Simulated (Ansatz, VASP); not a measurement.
## SrO: VASP beside Ansatz

```
Sr O
1.0
     0.00000    2.54410    2.56980
     2.54410    0.00000    2.56980
     2.54410    2.54410    0.00000
Sr O
1 1
Direct
  0.00000 0.00000 0.00000
  0.50000 0.50000 0.50000
```

Change from the starting cell: equal xx and yy strain of -1 %, crystal datasets.

Alike in both runs: task electric field gradients; functional PBE; k mesh 8 × 8 × 8; occupations fermi-dirac, width 0.02 eV; no spin polarisation.

|  | VASP | Ansatz |
| --- | --- | --- |
| version | VASP 6.6.1 | Ansatz 0.2.0 |
| potentials or method | VASP PAW PBE potentials, release 64 (Sr_sv, O), cutoff 520 eV | all-electron PAW with datasets made for the crystal, scalar-relativistic |

Ansatz gave:

- gap on the k mesh at the Fermi level (eV): 3.28
- pressure (GPa): 5.0
- traceless stress, the component that is largest in VASP (GPa): -1.01
- size of Vzz on the site where it differs most (V/Å²): 10.5

Question: Which values does VASP return?

Answer: gap on the k mesh at the Fermi level (eV): 3.23; pressure (GPa): 5.6; traceless stress, the component that is largest in VASP (GPa): -1.06; size of Vzz on the site where it differs most (V/Å²): 10.7.

Ansatz ran all-electron here, and VASP with PAW potentials.
